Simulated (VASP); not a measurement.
# KTm3C: single point with PBE

KTm3C:

```
K Tm C
1.0
     7.85984    0.00000    0.00000
    -3.92992    6.80682    0.00000
     0.00000    0.00000    6.05502
K Tm C
2 6 2
Direct
  0.33333 0.66667 0.75000
  0.66667 0.33333 0.25000
  0.13457 0.86543 0.25000
  0.26914 0.13457 0.75000
  0.13457 0.26914 0.25000
  0.86543 0.13457 0.75000
  0.73086 0.86543 0.25000
  0.86543 0.73086 0.75000
  0.00000 0.00000 0.00000
  0.00000 0.00000 0.50000
```

The cell was built from a structure type or drawn by symmetry, and may not be a known phase.

```
Program                : VASP 6.6.1
Task                   : single point
Functional             : PBE
Potentials or basis    : VASP PAW PBE potentials, release 64 (K_sv, Tm_3, C), 4f in core
Cutoff                 : 600 eV
k mesh                 : 3 × 3 × 4
Occupations            : gaussian, width 0.1 eV
Spin                   : no spin polarisation
Dipole correction      : no
Mended                 : yes
Further INCAR settings : ALGO = Normal; EDIFF = 1e-06; NBANDS = 51
```

```
Pressure               : 0.5 GPa
Largest force          : 0.129 eV/Å
Band gap on the k mesh : zero (bands 40 and 41 overlap by 0.31 eV)
```

Forces in eV/Å, atoms in the order of the input:
```
K    0.000  0.000  0.000
K    0.000  0.000  0.000
Tm   0.112 -0.065  0.000
Tm   0.112  0.065  0.000
Tm   0.000  0.129  0.000
Tm  -0.112  0.065  0.000
Tm  -0.112 -0.065  0.000
Tm   0.000 -0.129  0.000
C    0.000  0.000  0.000
C    0.000  0.000  0.000
```

Stress tensor (GPa, compression positive):
```
0.54 0.00 0.00
0.00 0.54 0.00
0.00 0.00 0.29
```

Levels at points of the mesh, in eV from the Fermi level:
```csv
k point,band 37,band 38,band 39,band 40,band 41,band 42,band 43,band 44
"(0.00, 0.00, 0.00)",-0.63,-0.63,-0.32,-0.04,-0.04,0.03,0.03,0.34
"(0.00, 0.00, 0.50)",0.22,0.22,0.22,0.22,0.37,0.37,0.37,0.37
```

Wall time 2.9 min on 1 thread of Intel(R) Xeon(R) 6975P-C (Granite Rapids), on a shared host, peak memory 0.51 GiB.

Caveat: spin-orbit coupling is left out, which moves the levels of the heavy elements; the 4f electrons are frozen in the core, so they carry no moment and show no levels. Spin polarisation is off, so any magnetic state and its effect on volume and gap are missing.
